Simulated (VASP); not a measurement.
# MnZn (Pm-3m) in VASP: elastic constants with LDA

Aim: the elastic constants of MnZn with LDA.

All numbers are computed with VASP 6.6.1; they aren't measurements. Logs are shortened: lines on timing, memory, paths and dates and some standing lists are left out, and cuts for length are marked.

## 1. The cell of the first run

It takes space group Pm-3m (No. 221, cubic). The conventional cell has a = 2.865 Å, b = 2.865 Å, c = 2.865 Å, α = 90.00°, β = 90.00°, γ = 90.00°. Within 3.3 Å of Mn (site symmetry m-3m) lie 8 Zn at 2.48 Å and 6 Mn at 2.86 Å. Zn (site symmetry m-3m) has 8 Mn at 2.48 Å and 6 Zn at 2.86 Å within 3.3 Å.

## 2. Elastic constants, LDA, collinear spin, ferromagnetic start

INCAR

```
PREC = Accurate
ENCUT = 500
EDIFF = 1E-8
ISMEAR = 0
SIGMA = 0.2
LREAL = F
LASPH = T
NELM = 200
ALGO = Normal
ISIF = 3
LWAVE = F
LCHARG = F
ISPIN = 2
MAGMOM = 2.76 0
LORBIT = 11
LMAXMIX = 4
IBRION = 6
NFREE = 2
POTIM = 0.015
NSW = 1
GGA_COMPAT = F
KPAR = 4
```

KPOINTS

```
Automatic mesh
0
Gamma
  14 14 14
```

POSCAR

```
MnZn
1.0
    2.8647126344      0.0000000000      0.0000000000
    0.0000000000      2.8647126344      0.0000000000
    0.0000000000      0.0000000000      2.8647126344
Mn Zn
1 1
Direct
    0.0000000000      0.0000000000      0.0000000000
    0.5000000000      0.5000000000      0.5000000000
```

Potentials or basis: VASP PAW LDA potentials, release 64 (Mn_pv, Zn).

On the command line:

```sh
cat potpaw_LDA.64/Mn_pv/POTCAR potpaw_LDA.64/Zn/POTCAR > POTCAR
mpirun -np 4 vasp_std > vasp.out
```

OUTCAR:

```text
PREC = Accurate
   ENCUT = 500
   EDIFF = 1E-8
   ISMEAR = 0
   LREAL = F
   LASPH = T
   NELM = 200
   ISIF = 3
   ISPIN = 2
   LORBIT = 11
   IBRION = 6
   NFREE = 2
   POTIM = 0.015
   NSW = 1

 ion  position               nearest neighbor table
   1  0.000  0.000  0.000-   2 2.48   2 2.48   2 2.48   2 2.48   2 2.48   2 2.48   2 2.48   2 2.48

   2  0.500  0.500  0.500-   1 2.48   1 2.48   1 2.48   1 2.48   1 2.48   1 2.48   1 2.48   1 2.48

  LATTYP: Found a simple cubic cell.
 ALAT       =     2.8647126344

  Lattice vectors:

 A1 = (   2.8647126344,   0.0000000000,   0.0000000000)
 A2 = (   0.0000000000,   2.8647126344,   0.0000000000)
 A3 = (   0.0000000000,   0.0000000000,   2.8647126344)

Analysis of symmetry for initial positions (statically):
=====================================================================
 Subroutine PRICEL returns:
 Original cell was already a primitive cell.

 Routine SETGRP: Setting up the symmetry group for a
 simple cubic supercell.

 Subroutine GETGRP returns: Found 48 space group operations
 (whereof 48 operations were pure point group operations)
 out of a pool of 48 trial point group operations.

The static configuration has the point symmetry O_h .

Analysis of symmetry for dynamics (positions and initial velocities):
=====================================================================
 Subroutine PRICEL returns:
 Original cell was already a primitive cell.

 Routine SETGRP: Setting up the symmetry group for a
 simple cubic supercell.

 Subroutine GETGRP returns: Found 48 space group operations
 (whereof 48 operations were pure point group operations)
 out of a pool of 48 trial point group operations.

The dynamic configuration has the point symmetry O_h .

Analysis of structural, dynamic, and magnetic symmetry:
=====================================================================
 Subroutine PRICEL returns:
 Original cell was already a primitive cell.

 Routine SETGRP: Setting up the symmetry group for a
 simple cubic supercell.

 Subroutine GETGRP returns: Found 48 space group operations
 (whereof 48 operations were pure point group operations)
 out of a pool of 48 trial point group operations.

The overall configuration has the point symmetry O_h .

 Subroutine INISYM returns: Found 48 space group operations
 (whereof 48 operations are pure point group operations),
 and found     1 'primitive' translations

----------------------------------------------------------------------------------------

                                     Primitive cell

  volume of cell :      23.5095

  direct lattice vectors                    reciprocal lattice vectors
     2.864712634  0.000000000  0.000000000     0.349075153  0.000000000  0.000000000
     0.000000000  2.864712634  0.000000000     0.000000000  0.349075153  0.000000000
     0.000000000  0.000000000  2.864712634     0.000000000  0.000000000  0.349075153

  length of vectors
     2.864712634  2.864712634  2.864712634     0.349075153  0.349075153  0.349075153

  position of ions in fractional coordinates (direct lattice)
     0.000000000  0.000000000  0.000000000
     0.500000000  0.500000000  0.500000000

  ion indices of the primitive-cell ions
   primitive index   ion index
                 1           1
[... 121 lines left out ...]
  free energy    TOTEN  =       -11.56477359 eV

  energy without entropy =      -11.53583811  energy(sigma->0) =      -11.55030585

------------------------ aborting loop because EDIFF is reached ----------------------------------------

  FORCE on cell =-STRESS in cart. coord.  units (eV):
  Direction    XX          YY          ZZ          XY          YZ          ZX
  --------------------------------------------------------------------------------------
  -------------------------------------------------------------------------------------
  Total        0.7719333      0.7719333      0.7719333      0.0000000      0.0000000     -0.0000000
  in kB       52.6074396     52.6074396     52.6074396      0.0000000      0.0000000     -0.0000000
  external PRESSURE =      52.6074396 kB  Pullay stress =       0.0000000 kB
[... 89 lines left out ...]
  FREE ENERGIE OF THE ION-ELECTRON SYSTEM (eV)
  ---------------------------------------------------
  free  energy   TOTEN  =       -11.5500082698 eV

  energy  without entropy=      -11.5202267584  energy(sigma->0) =      -11.53511751

[... ionic steps 4 to 14 ...]

--------------------------------------- Ionic step       15  -------------------------------------------

 number of electron      24.9999992 magnetization       2.5545851

------------------------ aborting loop because EDIFF is reached ----------------------------------------
[... 67 lines left out ...]
--------------------------------------- Ionic step       17  -------------------------------------------

 number of electron      24.9999995 magnetization       2.5545774

 Free energy of the ion-electron system (eV)
  ---------------------------------------------------
  ext. energy  EPLUGINS =         0.00000000
  ---------------------------------------------------
  free energy    TOTEN  =       -11.56380974 eV

  energy without entropy =      -11.53487553  energy(sigma->0) =      -11.54934263

 E-fermi :   6.7355     XC(G=0): -13.5470

 val. band max:        6.7261373690   @ k =   0.2857   0.1429   0.5000
 cond. band min:       6.7406004251   @ k =   0.1429   0.4286   0.4286
 fundamental gap:      0.0144630561
 Fermi energy:         6.7354657177

 spin component 1

 k-point     1 :       0.0000    0.0000    0.0000
  band No.  band energies     occupation
      1     -41.6207      1.00000
      2     -41.6207      1.00000
      3     -41.6207      1.00000
      4      -3.5269      1.00000
      5      -1.2392      1.00000
      6      -1.2389      1.00000
[... 459 lines left out ...]
      6      -0.6414      1.00000
[... 9 lines left out ...]
     16      13.3473      0.00000
     17      18.5297      0.00000

 [... further k-points ...]

 spin component 2

 k-point     1 :       0.0000    0.0000    0.0000
  band No.  band energies     occupation
      1     -39.1759      1.00000
      2     -39.1759      1.00000
      3     -39.1758      1.00000
      4      -3.2591      1.00000
      5      -1.1722      1.00000
      6      -1.1719      1.00000
[... 500 lines left out ...]
  FREE ENERGIE OF THE ION-ELECTRON SYSTEM (eV)
  ---------------------------------------------------
  free  energy   TOTEN  =       -11.5638097379 eV

  energy  without entropy=      -11.5348755273  energy(sigma->0) =      -11.54934263

 INTERNAL STRAIN TENSORS FROM STRAINED CELLS
 ============================================

 INTERNAL STRAIN TENSOR FOR ION    1 for displacements in x,y,z  (eV/Angst):
          X           Y           Z          XY          YZ          ZX
  --------------------------------------------------------------------------------
  x     0.00000     0.00000     0.00000     0.00000     0.00000    -0.00000
  y     0.00000     0.00000     0.00000     0.00000     0.00000     0.00000
  z     0.00000     0.00000     0.00000     0.00000     0.00000     0.00000

 INTERNAL STRAIN TENSORS FROM DISPLACED ATOMS
 ============================================

 INTERNAL STRAIN TENSOR FOR ION    1 for displacements in x,y,z  (eV/Angst):
          X           Y           Z          XY          YZ          ZX
  --------------------------------------------------------------------------------
  x     0.00000     0.00000     0.00000     0.00000     0.00000     0.00000
  y     0.00000     0.00000     0.00000     0.00000     0.00000     0.00000
  z     0.00000     0.00000     0.00000     0.00000     0.00000     0.00000

 INTERNAL STRAIN TENSOR FOR ION    2 for displacements in x,y,z  (eV/Angst):
          X           Y           Z          XY          YZ          ZX
  --------------------------------------------------------------------------------
  x     0.00000     0.00000     0.00000     0.00000     0.00000     0.00000
  y     0.00000     0.00000     0.00000     0.00000     0.00000     0.00000
  z     0.00000     0.00000     0.00000     0.00000     0.00000     0.00000

 Eigenvectors and eigenvalues of the dynamical matrix
 ----------------------------------------------------

   1 f  =    8.395656 THz    52.751461 2PiTHz  280.048930 cm-1    34.721626 meV
             X         Y         Z           dx          dy          dz
      0.000000  0.000000  0.000000    -0.000000   -0.000000    0.737075
      1.432356  1.432356  1.432356    -0.000000   -0.000000   -0.675811
[... 21 lines left out ...]
   6 f/i=    0.001281 THz     0.008051 2PiTHz    0.042742 cm-1     0.005299 meV
             X         Y         Z           dx          dy          dz
      0.000000  0.000000  0.000000    -0.540099    0.390071    0.113398
      1.432356  1.432356  1.432356    -0.589060    0.425431    0.123678

--------------------------------------------------------------------------------------------------------

 ELASTIC MODULI CONTR FROM IONIC RELAXATION (kBar)
 Direction    XX          YY          ZZ          XY          YZ          ZX
 --------------------------------------------------------------------------------
 XX           0.0000      0.0000      0.0000      0.0000      0.0000      0.0000
 YY           0.0000      0.0000      0.0000      0.0000      0.0000      0.0000
 ZZ           0.0000      0.0000      0.0000      0.0000      0.0000      0.0000
 XY           0.0000      0.0000      0.0000      0.0000      0.0000      0.0000
 YZ           0.0000      0.0000      0.0000      0.0000      0.0000      0.0000
 ZX           0.0000      0.0000      0.0000      0.0000      0.0000      0.0000
 --------------------------------------------------------------------------------

 TOTAL ELASTIC MODULI (kBar)
 Direction    XX          YY          ZZ          XY          YZ          ZX
 --------------------------------------------------------------------------------
 XX        1829.0203   1725.8606   1725.8606      0.0000      0.0000      0.0000
 YY        1725.8606   1829.0203   1725.8606      0.0000      0.0000     -0.0000
 ZZ        1725.8606   1725.8606   1829.0203      0.0000     -0.0000     -0.0000
 XY           0.0000      0.0000      0.0000   1489.1146      0.0000      0.0000
 YZ           0.0000      0.0000     -0.0000      0.0000   1489.1146      0.0000
 ZX           0.0000     -0.0000     -0.0000      0.0000      0.0000   1489.1146
 --------------------------------------------------------------------------------

 total charge

# of ion       s       p       d       tot
------------------------------------------
    1        0.319   6.301   5.181  11.801
    2        0.680   0.682   9.744  11.105
--------------------------------------------------
tot          0.999   6.983  14.924  22.906

 magnetization (x)

# of ion       s       p       d       tot
------------------------------------------
    1        0.007   0.005   2.495   2.507
    2       -0.030  -0.033   0.047  -0.016
--------------------------------------------------
tot         -0.023  -0.028   2.541   2.490
```

Wall time 25 min (4 MPI ranks of AMD EPYC 7R13 (Zen 3), shared host); peak memory 0.85 GiB.

Results:

```
Net moment                                              : 2.55 μB per cell
Site moments                                            : Mn +2.51; Zn -0.02 μB
Valence electrons inside the program's atomic spheres   : Mn 11.80; Zn 11.11
Elastic constants C11, C12, C44                         : 183, 173, 149 GPa
Voigt bulk modulus                                      : 176 GPa
Highest phonon frequency at Γ, LO-TO splitting left out : 280 cm⁻¹
```

Phonon frequencies in cm⁻¹ (negative: imaginary):
| q point | frequencies |
| --- | --- |
| (0.000, 0.000, 0.000) | 0 0 0 280 280 280 |

Elastic tensor in Voigt notation (GPa, in the Cartesian axes of the cell as first typed):
```
183 173 173   0   0   0
173 183 173   0   0   0
173 173 183   0   0   0
  0   0   0 149   0   0
  0   0   0   0 149   0
  0   0   0   0   0 149
```

Clamped-ion elastic tensor (GPa):
```
183 173 173   0   0   0
173 183 173   0   0   0
173 173 183   0   0   0
  0   0   0 149   0   0
  0   0   0   0 149   0
  0   0   0   0   0 149
```

Caveat: the cell is under stress, which shifts elastic constants.
